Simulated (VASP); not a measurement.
Crystal: InAs.

```
CELL_PARAMETERS angstrom
0.00000 2.87730 2.87730
2.87730 0.00000 2.87730
2.87730 2.87730 0.00000
ATOMIC_POSITIONS crystal
In 0.50000 0.50000 0.50000
As 0.00000 0.00000 0.00000
```

Base run:

| Quantity | Value |
| --- | --- |
| Program | VASP 6.6.1 |
| Functional | BLYP |
| Potentials or basis | VASP PAW PBE potentials, release 64 (In_d, As) |
| Cutoff | 520 eV |
| k mesh | 6 × 6 × 6 |
| Occupations | methfessel-paxton, width 0.02 eV |
| Spin | no spin polarisation |

Its results: band gap on the k mesh zero (band 9 reaches 6.73 eV, above the bottom of band 10 at 4.18 eV); pressure 4.6 GPa.

The run is repeated on the same cell with these changes: functional from BLYP to PBEsol; further incar settings from ALGO = Normal; EDIFF = 1e-07; NBANDS = 16 to ALGO = Normal; EDIFF = 1e-06; NBANDS = 16. What comes out?

Band gap on the k mesh zero (band 9 reaches 6.17 eV, above the bottom of band 10 at 3.54 eV); pressure -3.2 GPa.

Caveats: the PAW data sets were made with another functional, which shifts forces and pressure a little; spin-orbit coupling is left out, which moves the levels of the heavy elements.
